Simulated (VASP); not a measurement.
Set up this calculation in VASP 6.6.1, as the native input.

```yaml
Task: single point
Functional: PBE
Potentials_or_basis: VASP PAW PBE potentials, release 64 (Y_sv, Ge_d, F)
Cutoff: 520 eV
k_mesh: 8 × 8 × 8
Occupations: gaussian, width 0.02 eV
Spin: no spin polarisation
Dipole_correction: no
Further_INCAR_settings: ALGO = Normal; EDIFF = 1e-06; NBANDS = 39
```

The structure of YGeF5 lies in POSCAR:

```
YGeF5
1.0
    0.0000000000      3.8546059950      3.8546059950
    3.8546059950      0.0000000000      3.8546059950
    3.8546059950      3.8546059950      0.0000000000
Y Ge F
1 1 5
Direct
    0.2500000000      0.2500000000      0.2500000000
    0.5000000000      0.5000000000      0.5000000000
    0.0000000000      0.0000000000      0.0000000000
    0.6357226737      0.0928319788      0.6357226737
    0.6357226737      0.6357226737      0.6357226737
    0.0928319788      0.6357226737      0.6357226737
    0.6357226737      0.6357226737      0.0928319788
```

The cell was generated, and may not be a known phase.

The input as run:

INCAR

```
PREC = Accurate ; ENCUT = 520
EDIFF = 1E-6 ; ISMEAR = 0
SIGMA = 0.02 ; LREAL = F
LASPH = T ; NELM = 100
ALGO = Normal ; ISIF = 2
LWAVE = F ; LCHARG = T
GGA = PE ; LELF = T
LVHAR = T ; NBANDS = 39
```

KPOINTS

```
Automatic mesh
0
Gamma
  8 8 8
```

Potentials or basis: VASP PAW PBE potentials, release 64 (Y_sv, Ge_d, F).

Run with:

```sh
$ cat potpaw_PBE.64/Y_sv/POTCAR potpaw_PBE.64/Ge_d/POTCAR potpaw_PBE.64/F/POTCAR > POTCAR
$ mpirun -np 1 vasp_std > vasp.out
```

Results of the run:

```json
{"Pressure": "0.1 GPa", "Largest force": "0.103 eV/Å", "Band gap on the k mesh": "0.59 eV (least direct gap 0.66 eV)"}
```

Caveat: semilocal functionals underestimate gaps, and a narrow one can read as zero.

Run time: 3 min on 1 thread of Oxide Virtual Turin-like Processor, with other jobs on the host, peak memory 0.31 GiB.
